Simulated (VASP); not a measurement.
**BaTiO3: single point with PBE+U**

BaTiO3:

```
Ba Ti O
1.0
     4.00600    0.00000    0.00000
     0.00000    4.00600    0.00000
     0.00000    0.00000    4.00600
Ba Ti O
1 1 3
Direct
  0.50000 0.50000 0.50000
  0.00000 0.00000 0.00000
  0.50000 0.00000 0.00000
  0.00000 0.50000 0.00000
  0.00000 0.00000 0.50000
```

| Item | Value |
| --- | --- |
| Program | VASP 6.6.1 |
| Task | single point |
| Functional | PBE |
| Potentials or basis | VASP PAW PBE potentials, release 64 (Ba_sv, Ti_sv, O) |
| Cutoff | 520 eV |
| k mesh | 6 × 6 × 6 |
| Occupations | gaussian, width 0.01 eV |
| Spin | no spin polarisation |
| Hubbard terms | Ti d U = 7.0 eV |

```json
{
 "Pressure": "9.0 GPa",
 "Band gap on the k mesh": "2.62 eV (least direct gap 2.84 eV)"
}
```

Levels at points of the mesh, in eV from the valence-band top:
```csv
k point,band 16,band 17,band 18,band 19,band 20,band 21,band 22,band 23,band 24,band 25
"(0.00, 0.00, 0.00)",-1.11,-1.11,-0.22,-0.22,-0.22,2.62,2.62,2.62,3.98,3.98
"(0.50, 0.00, 0.00)",-1.95,-1.68,-1.68,-0.84,-0.84,2.83,3.99,4.30,4.30,5.84
"(0.50, 0.50, 0.00)",-2.56,-2.00,-0.90,-0.90,-0.09,4.32,4.32,4.74,4.76,7.62
"(0.50, 0.50, 0.50)",-2.25,-2.25,0.00,0.00,0.00,4.99,4.99,4.99,6.59,6.59
```

Eigenvalues of the final occupation matrices:
| site | spin | trace | eigenvalues |
| --- | --- | --- | --- |
| site 2 d | 1 | 0.73 | 0.09 0.09 0.09 0.23 0.23 |
| site 2 d | 2 | 0.73 | 0.09 0.09 0.09 0.23 0.23 |

Run time: 65 s on 1 thread of Intel Xeon 8259CL (shared host), peak memory 0.19 GiB.

Caveat: the cell stands under pressure; spin-orbit coupling is left out, which moves the levels of the heavy elements. A k mesh can miss the band edges.
